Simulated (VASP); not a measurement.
Runs of VASP 6.6.1 on Ge. The structure is that of space group P6_3/mmc (No. 194), or close to it. The cells are those of the table. 

| cell | gap on the mesh (eV) | pressure (GPa) |
| --- | --- | --- |
| a = 2.559, b = 2.559, c = 4.198 Å, angles 90.0, 90.0, 120.0°, 2 atoms | none | 84.5 |
| a = 2.424, b = 2.424, c = 3.957 Å, angles 90.0, 90.0, 120.0°, 2 atoms | none | 170.3 |
| a = 2.801, b = 2.801, c = 4.583 Å, angles 90.0, 90.0, 120.0°, 2 atoms | none | 17.8 |
| a = 2.685, b = 2.685, c = 4.399 Å, angles 90.0, 90.0, 120.0°, 2 atoms | none | (b) |
| a = 2.267, b = 2.267, c = 3.703 Å, angles 90.0, 90.0, 120.0°, 2 atoms | none | (a) |

Alike in all rows: task single point; level PBEsol; potentials or basis VASP PAW PBE potentials, release 64 (Ge_d); no spin polarisation; k mesh 16 × 16 × 9; cutoff (eV) 520; smearing fermi-dirac 0.08 eV.

Q: Fill in the values left out.

A: (a) 360.1; (b) 41.3.

Caveats: the PAW data sets were made with another functional, which shifts forces and pressure a little.

A k mesh can miss the band edges, and the runs leave out spin-orbit coupling on Ge.

A gap of «none» marks levels without a gap at the run's occupations.
